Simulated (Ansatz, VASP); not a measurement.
**C: VASP beside Ansatz**

POSCAR

```
C
1.0
    2.5678482048      0.0000000000      0.0000000000
   -1.2839241024      2.2238217784      0.0000000000
    0.0000000000      0.0000000000      4.1677536284
C
2
Direct
    0.3333333333      0.6666666667      0.2500000000
    0.6666666667      0.3333333333      0.7500000000
```

INCAR.step1

```
SYSTEM = C
  ALGO = Normal
  EDIFF = 1E-4
  ENCUT = 600
  GGA = PE
  ISMEAR = 0
  LASPH = .True.
  LCHARG = .False.
  LREAL = .False.
  LWAVE = .True.
  NELM = 100
  PREC = Accurate
  SIGMA = 0.1
```

The input INCAR.step2:

```
SYSTEM = C
  ALGO = Normal
  EDIFF = 1E-6
  EDIFFG = -0.04
  ENCUT = 600
  IBRION = 2
  ISIF = 3
  ISMEAR = 0
  ISTART = 1
  LASPH = .True.
  LCHARG = .False.
  LMIXTAU = .True.
  LREAL = .False.
  LWAVE = .False.
  METAGGA = R2SCAN
  NELM = 100
  NSW = 90
  PREC = Accurate
  SIGMA = 0.1
```

Contents of KPOINTS:

```
k-points
0
Gamma
  9 9 4
  0 0 0
```

Input for Ansatz:

```yaml
crystal:
  lattice:
    - [2.5678482048, 0.0, 0.0]
    - [-1.2839241024, 2.2238217784, 0.0]
    - [0.0, 0.0, 4.1677536284]
  atoms:
    - { symbol: C, position: [0.3333333333, 0.6666666667, 0.25] }
    - { symbol: C, position: [0.6666666667, 0.3333333333, 0.75] }
basis:
  ecutwfc: 500
kpoints:
  mp_grid: { grid: [9, 9, 4] }
hamiltonian:
  xc: r2scan
scf:
  occupations: { method: gaussian, width: 0.1 }
  lower_state_search: "off"
output:
  forces: true
  stress: true
  eigenvalues: true
relax:
  adjacent_minimum: "off"
  f_tol: 0.04
  max_steps: 70
  cell: { stress_tol: 0.4 }
```

Alike in both runs: task relaxation of cell and atoms; functional r2SCAN; k mesh 9 × 9 × 4; occupations gaussian, width 0.1 eV; no spin polarisation.

```csv
,VASP,Ansatz
version,VASP 6.6.1,Ansatz 0.2.0
potentials or method,"VASP PAW PBE potentials, release 64 (C), cutoff 600 eV","scalar-relativistic, plane waves, PAW"
valence electrons in the cell,8,8
```

```tsv
	VASP	Ansatz	Ansatz less VASP
gap on the k mesh at the Fermi level, each at its own relaxed structure (eV)	none	none	-
relaxed volume (Å³/atom)	8.01	6.96	-1.053
relaxed cell length with the largest relative difference (Å)	5.916	3.594	-2.3224
```

VASP's potentials were made for PBE, not for r2SCAN. A gap of «none» marks a metal or a gap that the smearing closes. One of these differences is far larger than is usual between the two programs; its cause wasn't traced.

The k mesh is coarse, so the values compare programs but aren't converged. Noted on VASP's run: the volume moved by over 15 % at a fixed basis, so the end points are rough.
